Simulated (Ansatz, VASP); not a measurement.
**One calculation of Cd, two programs**

```
CELL_PARAMETERS angstrom
1.60803 0.92840 2.44929
-1.60803 0.92840 2.44929
0.00000 -1.85679 2.44929
ATOMIC_POSITIONS crystal
Cd 0.00000 0.00000 0.00000
```

Alike in both runs: task single point; functional PBE; k mesh 3 × 3 × 3; occupations gaussian, width 0.1 eV; no spin polarisation; Hubbard terms Cd d U = 5.0 eV.

|  | VASP | Ansatz |
| --- | --- | --- |
| version | VASP 6.6.1 | Ansatz 0.2.0 |
| potentials or method | VASP PAW PBE potentials, release 64 (Cd_sv_GW), cutoff 630 eV | scalar-relativistic, plane waves, PAW |
| valence electrons in the cell | 20 | 20 |

```tsv
	VASP	Ansatz	Ansatz less VASP
gap on the k mesh at the Fermi level (eV)	2.00	2.04	+0.045
least direct gap on the mesh (eV)	2.00	2.04	+0.045
pressure (GPa)	5.7	5.5	-0.24
traceless stress, the component that is largest in VASP (GPa)	3.81	3.31	-0.492
```

The programs project onto different local orbitals, so the same U acts differently, and such runs can settle in different states.

The k mesh is coarse, so the values compare programs but aren't converged.
